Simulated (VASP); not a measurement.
# Ge3H4 in VASP: single point with PBE

Aim: the single point of Ge3H4 with PBE.

All numbers are computed with VASP 6.6.1; they aren't measurements. Logs are shortened: lines on timing, memory, paths and dates and some standing lists are left out, and cuts for length are marked.

**1. The cell of the first run**

The cell holds a wire or tube with vacuum around it, 21 atoms: a = 16.500 Å, b = 16.800 Å, c = 5.761 Å, α = 90.00°, β = 90.00°, γ = 90.00°.

**2. Single point, PBE**

Input file INCAR:

```
SYSTEM = Ge3H4
  PREC = Accurate
  ENCUT = 520
  EDIFF = 1E-7
  ISMEAR = 0
  SIGMA = 0.05
  LREAL = Auto
  LASPH = .TRUE.
  NELM = 100
  ALGO = Normal
  ISIF = 2
  LWAVE = .FALSE.
  LCHARG = .TRUE.
  GGA = PE
  LELF = .TRUE.
  LVHAR = .TRUE.
  NBANDS = 85
```

Input file KPOINTS:

```
regular mesh
0
G
  1 1 10
  0 0 0
```

Input file POSCAR:

```
Ge3H4
1.0
   16.5000000000      0.0000000000      0.0000000000
    0.0000000000     16.8000000000      0.0000000000
    0.0000000000      0.0000000000      5.7610729055
Ge H
9 12
Direct
    0.5000000000      0.5000000000      0.5000000000
    0.5872889834      0.4142697484      0.2500000000
    0.5000000000      0.3285394969      0.0000000000
    0.5000000000      0.6714605031      0.0000000000
    0.5872889834      0.5857302516      0.7500000000
    0.3254220332      0.5000000000      0.0000000000
    0.6745779668      0.5000000000      0.0000000000
    0.4127110166      0.4142697484      0.7500000000
    0.4127110166      0.5857302516      0.2500000000
    0.6411750085      0.3613459738      0.4043322623
    0.5538860251      0.2756157222      0.8456677377
    0.4461139749      0.2756157222      0.1543322623
    0.5538860251      0.7243842778      0.1543322623
    0.4461139749      0.7243842778      0.8456677377
    0.6411750085      0.6386540262      0.5956677377
    0.2715360080      0.4470762253      0.1543322623
    0.2715360080      0.5529237747      0.8456677377
    0.7284639920      0.4470762253      0.8456677377
    0.7284639920      0.5529237747      0.1543322623
    0.3588249915      0.3613459738      0.5956677377
    0.3588249915      0.6386540262      0.4043322623
```

Potentials or basis: VASP PAW PBE potentials, release 64 (Ge_d, H).

Run with:

```console
cat potpaw_PBE.64/Ge_d/POTCAR potpaw_PBE.64/H/POTCAR > POTCAR
mpirun -np 1 vasp_std > vasp.out
```

OUTCAR:

```text
SYSTEM = Ge3H4
   PREC = Accurate
   ENCUT = 520
   EDIFF = 1E-7
   ISMEAR = 0
   LREAL = Auto
   LASPH = .TRUE.
   NELM = 100
   ISIF = 2
   GGA = PE

 ion  position               nearest neighbor table
   1  0.500  0.500  0.500-   2 2.49   5 2.49   8 2.49   9 2.49
   2  0.587  0.414  0.250-  10 1.54   3 2.49   7 2.49   1 2.49
   3  0.500  0.329  0.000-  11 1.54  12 1.54   2 2.49   8 2.49
   4  0.500  0.671  0.000-  13 1.54  14 1.54   5 2.49   9 2.49
   5  0.587  0.586  0.750-  15 1.54   4 2.49   7 2.49   1 2.49
   6  0.325  0.500  0.000-  16 1.54  17 1.54   8 2.49   9 2.49
   7  0.675  0.500  0.000-  18 1.54  19 1.54   2 2.49   5 2.49
   8  0.413  0.414  0.750-  20 1.54   3 2.49   6 2.49   1 2.49
   9  0.413  0.586  0.250-  21 1.54   4 2.49   6 2.49   1 2.49
  10  0.641  0.361  0.404-   2 1.54
  11  0.554  0.276  0.846-   3 1.54
  12  0.446  0.276  0.154-   3 1.54
  13  0.554  0.724  0.154-   4 1.54
  14  0.446  0.724  0.846-   4 1.54
  15  0.641  0.639  0.596-   5 1.54
  16  0.272  0.447  0.154-   6 1.54
  17  0.272  0.553  0.846-   6 1.54
  18  0.728  0.447  0.846-   7 1.54
  19  0.728  0.553  0.154-   7 1.54
  20  0.359  0.361  0.596-   8 1.54
  21  0.359  0.639  0.404-   9 1.54

  LATTYP: Found a simple orthorhombic cell.
 ALAT       =     5.7610729055
 B/A-ratio  =     2.8640498516
 C/A-ratio  =     2.9161234853

  Lattice vectors:

 A1 = (   0.0000000000,   0.0000000000,   5.7610729055)
 A2 = (  16.5000000000,   0.0000000000,   0.0000000000)
 A3 = (   0.0000000000,  16.8000000000,   0.0000000000)

Analysis of symmetry for initial positions (statically):
=====================================================================
 Subroutine PRICEL returns:
 Original cell was already a primitive cell.

 Routine SETGRP: Setting up the symmetry group for a
 simple orthorhombic supercell.

 Subroutine GETGRP returns: Found  4 space group operations
 (whereof  4 operations were pure point group operations)
 out of a pool of  8 trial point group operations.

The static configuration has the point symmetry D_2 .

Analysis of symmetry for dynamics (positions and initial velocities):
=====================================================================
 Subroutine PRICEL returns:
 Original cell was already a primitive cell.

 Routine SETGRP: Setting up the symmetry group for a
 simple orthorhombic supercell.

 Subroutine GETGRP returns: Found  4 space group operations
 (whereof  4 operations were pure point group operations)
 out of a pool of  8 trial point group operations.

The dynamic configuration has the point symmetry D_2 .

 Subroutine INISYM returns: Found  4 space group operations
 (whereof  4 operations are pure point group operations),
 and found     1 'primitive' translations

----------------------------------------------------------------------------------------

                                     Primitive cell

  volume of cell :    1596.9694

  direct lattice vectors                    reciprocal lattice vectors
    16.500000000  0.000000000  0.000000000     0.060606061  0.000000000  0.000000000
     0.000000000 16.800000000  0.000000000     0.000000000  0.059523810  0.000000000
     0.000000000  0.000000000  5.761072905     0.000000000  0.000000000  0.173578779

  length of vectors
    16.500000000 16.800000000  5.761072905     0.060606061  0.059523810  0.173578779

  position of ions in fractional coordinates (direct lattice)
     0.500000000  0.500000000  0.500000000
     0.587288983  0.414269748  0.250000000
     0.500000000  0.328539497  0.000000000
     0.500000000  0.671460503  0.000000000
     0.587288983  0.585730252  0.750000000
     0.325422033  0.500000000  0.000000000
[... 13 lines left out ...]
     0.358824992  0.361345974  0.595667738
     0.358824992  0.638654026  0.404332262

  ion indices of the primitive-cell ions
   primitive index   ion index
                 1           1
                 2           2
                 3           3
                 4           4
                 5           5
                 6           6
[... 13 lines left out ...]
                20          20
                21          21

----------------------------------------------------------------------------------------

 KPOINTS: regular mesh

Automatic generation of k-mesh.
 Grid dimensions read from file:
 generate k-points for:    1    1   10

 Generating k-lattice:

  Cartesian coordinates                     Fractional coordinates (reciprocal lattice)
     0.060606061  0.000000000  0.000000000     1.000000000  0.000000000  0.000000000
     0.000000000  0.059523810  0.000000000     0.000000000  1.000000000  0.000000000
     0.000000000  0.000000000  0.017357878     0.000000000  0.000000000  0.100000000

  Length of vectors
     0.060606061  0.059523810  0.017357878

  Shift w.r.t. Gamma in fractional coordinates (k-lattice)
     0.000000000  0.000000000  0.000000000

 Subroutine IBZKPT returns following result:
 ===========================================

 Found      6 irreducible k-points:

 Following reciprocal coordinates:
            Coordinates               Weight
  0.000000  0.000000  0.000000      1.000000
  0.000000  0.000000  0.100000      2.000000
  0.000000  0.000000  0.200000      2.000000
  0.000000  0.000000  0.300000      2.000000
  0.000000  0.000000  0.400000      2.000000
  0.000000  0.000000  0.500000      1.000000
   k-points           NKPTS =      6   k-points in BZ     NKDIM =      6   number of bands    NBANDS=     85
   number of dos      NEDOS =    301   number of ions     NIONS =     21
   total plane-waves  NPLWV = 762048
   dimension x,y,z NGX =   126 NGY =  126 NGZ =   48
   dimension x,y,z NGXF=   252 NGYF=  252 NGZF=   96
   ions per type =               9  12
   NGX,Y,Z   is equivalent  to a cutoff of  12.70, 12.47, 13.85 a.u.
   NGXF,Y,Z  is equivalent  to a cutoff of  25.39, 24.94, 27.70 a.u.
 SYSTEM =  Ge3H4
   PREC   = accura    normal or accurate (medium, high low for compatibility)
   ISTART =      0    job   : 0-new  1-cont  2-samecut
   ICHARG =      2    charge: 1-file 2-atom 10-const
   ISPIN  =      1    spin polarized calculation?
   LNONCOLLINEAR =      F non collinear calculations
   LSORBIT =      F    spin-orbit coupling
   LASPH  =      T    aspherical Exc in radial PAW
   ENCUT  =  520.0 eV  38.22 Ry    6.18 a.u.  30.68 31.24 10.71*2*pi/ulx,y,z
   NELM   =    100;   NELMIN=  2; NELMDL= -5     # of ELM steps
   EDIFF  = 0.1E-06   stopping-criterion for ELM
   LREAL  =      T    real-space projection
   EDIFFG = 0.1E-05   stopping-criterion for IOM
   NSW    =      0    number of steps for IOM
   IBRION =     -1    ionic relax: 0-MD 1-quasi-New 2-CG
   NFREE  =      0    steps in history (QN), initial steepest desc. (CG)
   ISIF   =      2    stress and relaxation
   ISYM   =      2    0-nonsym 1-usesym 2-fastsym
   POTIM  = 0.5000    time-step for ionic-motion
   TEBEG  =    0.0;   TEEND  =   0.0 temperature during run
   PSTRESS=    0.0 pullay stress
   NELECT =     138.0000    total number of electrons
   NUPDOWN=      -1.0000    fix difference up-down
   EMIN   =  10.00;   EMAX   =-10.00  energy-range for DOS
   EFERMI =   0.00;   METHOD = LEGACY
   ISMEAR =     0;   SIGMA  =   0.05  broadening in eV -4-tet -1-fermi 0-gaus
   EFERMI_NEDOS =   21; number of points for ismear=-14 and -15
   IALGO  =     38    algorithm
   IMIX   =      4    mixing-type and parameters
     AMIX     =   0.40;   BMIX     =  1.00
     AMIX_MAG =   1.60;   BMIX_MAG =  1.00
  volume/ion in A,a.u.               =      76.05       513.18
  Fermi-wavevector in a.u.,A,eV,Ry     =   0.723773  1.367732  7.127374  0.523847
  Thomas-Fermi vector in A             =   1.814074
   LORBIT       =      0    0 simple, 1 ext, 2 COOP (PROOUT), +10 PAW based schemes
   GGA     = PE    functional components
   LHFCALC =     F    Hartree Fock is set to
   AEXX    =    0.0000 exact exchange contribution
   IVDW    =     0    specifies the selected vdW correction
   LEPSILON=     F    determine dielectric tensor
   LRPA    =     F    only Hartree local field effects (RPA)
 non-spin polarized calculation
 Gauss-broadening in eV      SIGMA  =   0.05
  energy-cutoff  :      520.00
  volume of cell :     1596.97
 maximum number of plane-waves:     43039
 NGX is ok and might be reduce to   126
   NGX = 61   NGY = 63   NGZ = 21

 number of electron     138.0000076 magnetization

 Free energy of the ion-electron system (eV)
  ---------------------------------------------------
  ext. energy  EPLUGINS =         0.00000000
  ---------------------------------------------------
  free energy    TOTEN  =       -78.70851536 eV

  energy without entropy =      -78.70851536  energy(sigma->0) =      -78.70851536

 E-fermi :  -4.4224     XC(G=0):  -2.3296

 val. band max:       -4.7194652162   @ k =   0.0000   0.0000   0.0000
 cond. band min:      -1.1127371102   @ k =   0.0000   0.0000   0.5000
 fundamental gap:      3.6067281061
 Fermi energy:        -4.4223635329

 k-point     1 :       0.0000    0.0000    0.0000
  band No.  band energies     occupation
      1     -27.5922      2.00000
      2     -27.5922      2.00000
      3     -27.5870      2.00000
      4     -27.5745      2.00000
      5     -27.5642      2.00000
      6     -27.5519      2.00000
[... 73 lines left out ...]
     80       0.7763      0.00000
     81       0.9468      0.00000

 k-point     2 :       0.0000    0.0000    0.1000
  band No.  band energies     occupation
      1     -27.5918      2.00000
      2     -27.5918      2.00000
      3     -27.5869      2.00000
      4     -27.5758      2.00000
      5     -27.5623      2.00000
      6     -27.5529      2.00000
[... 73 lines left out ...]
     80       0.8100      0.00000
     81       0.9281      0.00000

 k-point     3 :       0.0000    0.0000    0.2000
  band No.  band energies     occupation
      1     -27.5907      2.00000
      2     -27.5907      2.00000
      3     -27.5864      2.00000
      4     -27.5780      2.00000
      5     -27.5581      2.00000
      6     -27.5555      2.00000
[... 73 lines left out ...]
     80       0.9018      0.00000
     81       0.9047      0.00000

 k-point     4 :       0.0000    0.0000    0.3000
  band No.  band energies     occupation
      1     -27.5892      2.00000
      2     -27.5892      2.00000
      3     -27.5858      2.00000
      4     -27.5799      2.00000
      5     -27.5586      2.00000
      6     -27.5586      2.00000
[... 73 lines left out ...]
     80       1.0360      0.00000
     81       1.0370      0.00000

 k-point     5 :       0.0000    0.0000    0.4000
  band No.  band energies     occupation
      1     -27.5878      2.00000
      2     -27.5878      2.00000
      3     -27.5853      2.00000
      4     -27.5811      2.00000
      5     -27.5611      2.00000
      6     -27.5611      2.00000
[... 73 lines left out ...]
     80       1.0453      0.00000
     81       1.1883      0.00000

 k-point     6 :       0.0000    0.0000    0.5000
  band No.  band energies     occupation
      1     -27.5872      2.00000
      2     -27.5872      2.00000
      3     -27.5851      2.00000
      4     -27.5815      2.00000
      5     -27.5621      2.00000
      6     -27.5621      2.00000
[... 73 lines left out ...]
     80       1.3563      0.00000
     81       1.3568      0.00000
 [bands above 81 left out]

------------------------ aborting loop because EDIFF is reached ----------------------------------------

  FORCE on cell =-STRESS in cart. coord.  units (eV):
  Direction    XX          YY          ZZ          XY          YZ          ZX
  --------------------------------------------------------------------------------------
  -------------------------------------------------------------------------------------
  Total       -2.6963183     -2.6916459     -2.4024061      0.0000000      0.0000000      0.0000000
  in kB       -2.7051113     -2.7004237     -2.4102406      0.0000000      0.0000000      0.0000000
  external PRESSURE =      -2.6052586 kB  Pullay stress =       0.0000000 kB

 VOLUME and BASIS-vectors are now :
 -----------------------------------------------------------------------------
  energy-cutoff  :      520.00
  volume of cell :     1596.97
      direct lattice vectors                 reciprocal lattice vectors
    16.500000000  0.000000000  0.000000000     0.060606061  0.000000000  0.000000000
     0.000000000 16.800000000  0.000000000     0.000000000  0.059523810  0.000000000
     0.000000000  0.000000000  5.761072905     0.000000000  0.000000000  0.173578779

 POSITION                                       TOTAL-FORCE (eV/Angst)
 -----------------------------------------------------------------------------------
      8.25000      8.40000      2.88054        -0.000000      0.000000      0.000000
      9.69027      6.95973      1.44027        -0.281724      0.282356     -0.425351
      8.25000      5.51946      0.00000        -0.000000      0.534934      0.000000
      8.25000     11.28054      0.00000        -0.000000     -0.534934      0.000000
      9.69027      9.84027      4.32080        -0.281724     -0.282356      0.425351
      5.36946      8.40000      0.00000         0.535581      0.000000      0.000000
[... 13 lines left out ...]
      5.92061      6.07061      3.43169        -0.091055     -0.091156     -0.111866
      5.92061     10.72939      2.32939        -0.091055      0.091156      0.111866
 -----------------------------------------------------------------------------------
    total drift:                                0.000000      0.000000     -0.000000

  FREE ENERGIE OF THE ION-ELECTRON SYSTEM (eV)
  ---------------------------------------------------
  free  energy   TOTEN  =       -78.7085153577 eV

  energy  without entropy=      -78.7085153577  energy(sigma->0) =      -78.70851536
```

It took 41 min on 1 thread of Oxide Virtual Turin-like, shared host; peak memory 1.6 GiB.

Results:

```
Free energy            : -78.7085 eV
Largest force          : 0.583 eV/Å
Band gap on the k mesh : 3.61 eV (least direct gap 3.70 eV)
```

Forces on the atoms (eV/Å):
```
Ge   0.000  0.000  0.000
Ge  -0.282  0.282 -0.425
Ge   0.000  0.535  0.000
Ge   0.000 -0.535  0.000
Ge  -0.282 -0.282  0.425
Ge   0.536  0.000  0.000
Ge  -0.536  0.000  0.000
Ge   0.282  0.282  0.425
Ge   0.282 -0.282 -0.425
H    0.091 -0.091  0.112
H    0.017 -0.087 -0.020
H   -0.017 -0.087  0.020
H    0.017  0.087  0.020
H   -0.017  0.087 -0.020
H    0.091  0.091 -0.112
H   -0.087 -0.017  0.020
H   -0.087  0.017 -0.020
H    0.087 -0.017 -0.020
H    0.087  0.017  0.020
H   -0.091 -0.091 -0.112
H   -0.091  0.091  0.112
```

Levels at points of the mesh, in eV from the valence-band top:
| k point | band 65 | band 66 | band 67 | band 68 | band 69 | band 70 | band 71 | band 72 | band 73 | band 74 |
| --- | --- | --- | --- | --- | --- | --- | --- | --- | --- | --- |
| (0.00, 0.00, 0.00) | -0.93 | -0.34 | -0.10 | -0.10 | 0.00 | 3.93 | 3.94 | 4.21 | 4.21 | 4.23 |
| (0.00, 0.00, 0.50) | -0.84 | -0.62 | -0.13 | -0.10 | -0.10 | 3.61 | 3.97 | 3.97 | 4.29 | 4.67 |
